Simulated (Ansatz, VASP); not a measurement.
# Li2O: VASP beside Ansatz

Contents of INCAR:

```
PREC     = Accurate       # precision mode
ENCUT    = 750            # plane-wave cutoff, eV
EDIFF    = 1E-6           # SCF threshold, eV
ISMEAR   = 0              # smearing method
SIGMA    = 0.02           # smearing width, eV
LREAL    = F              # projectors in reciprocal space
LASPH    = T              # aspherical terms in the spheres
NELM     = 120            # most SCF steps
ALGO     = Normal         # electronic algorithm
ISIF     = 2              # what is computed and relaxed
LWAVE    = F              # write WAVECAR
LCHARG   = F              # write CHGCAR
GGA      = PE             # functional
NBANDS   = 13             # bands
GGA_COMPAT= F
```

Contents of KPOINTS:

```
regular mesh
0
Gamma
  8 8 8
```

The input POSCAR:

```
Li2O
1.0
    0.0000000000      2.3000000000      2.3000000000
    2.3000000000      0.0000000000      2.3000000000
    2.3000000000      2.3000000000      0.0000000000
O Li
1 2
Direct
    0.0000000000      0.0000000000      0.0000000000
    0.2500000000      0.2500000000      0.2500000000
    0.7500000000      0.7500000000      0.7500000000
```

Input for Ansatz:

```yaml
crystal:
  lattice:
    - [0.0, 2.3, 2.3]
    - [2.3, 0.0, 2.3]
    - [2.3, 2.3, 0.0]
  atoms:
    - { symbol: O, position: [0.0, 0.0, 0.0] }
    - { symbol: Li, position: [0.25, 0.25, 0.25] }
    - { symbol: Li, position: [0.75, 0.75, 0.75] }
basis:
  ecutwfc: 420
kpoints:
  mp_grid: { grid: [8, 8, 8] }
  band_path:
    path:
      - [[0.0, 0.0, 0.0], [0.5, 0.0, 0.5], [0.625, 0.25, 0.625]]
      - [[0.375, 0.375, 0.75], [0.0, 0.0, 0.0], [0.5, 0.5, 0.5], [0.5, 0.25, 0.75], [0.5, 0.0, 0.5]]
    npoints: 10
hamiltonian:
  xc: pbe
  pseudopotentials: { kind: paw, azcp: { folder: soft_1 } }
scf:
  occupations: { method: gaussian, width: 0.02 }
  n_extra_bands: 7
output:
  forces: true
  stress: true
  eigenvalues: true
```

Alike in both runs: task single point; functional PBE; k mesh 8 × 8 × 8; occupations gaussian, width 0.02 eV; no spin polarisation.

```csv
,VASP,Ansatz
version,VASP 6.6.1,Ansatz 0.2.0
potentials or method,"VASP PAW PBE potentials, release 64 (O, Li_sv), cutoff 750 eV","scalar-relativistic, plane waves, PAW"
valence electrons in the cell,12,12
```

```tsv
	VASP	Ansatz	Ansatz less VASP
gap on the k mesh at the Fermi level (eV)	5.00	5.02	+0.014
least direct gap on the mesh (eV)	5.36	5.36	+0.001
pressure (GPa)	1.1	1.3	+0.26
```
